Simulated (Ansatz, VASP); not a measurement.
# Two plane-wave programs on LiBr

```
CELL_PARAMETERS angstrom
0.00000 2.75065 2.75065
2.75065 0.00000 2.75065
2.75065 2.75065 0.00000
ATOMIC_POSITIONS crystal
Li 0.00000 0.00000 0.00000
Br 0.50000 0.50000 0.50000
```

Alike in both runs: task single point; functional PBE; dispersion D4; k mesh 4 × 4 × 4; no spin polarisation.

```csv
,VASP,Ansatz
version,VASP 6.6.1,Ansatz 0.2.0
potentials or method,"VASP PAW PBE potentials, release 64 (Li_sv, Br), cutoff 750 eV","plane waves, PAW"
occupations,"gaussian, width 0.01 eV",fixed
valence electrons in the cell,10,10
```

```tsv
	VASP	Ansatz	Ansatz less VASP
gap on the k mesh at the Fermi level (eV)	4.94	4.93	-0.004
```

The k mesh is coarse, so the values compare programs but aren't converged.
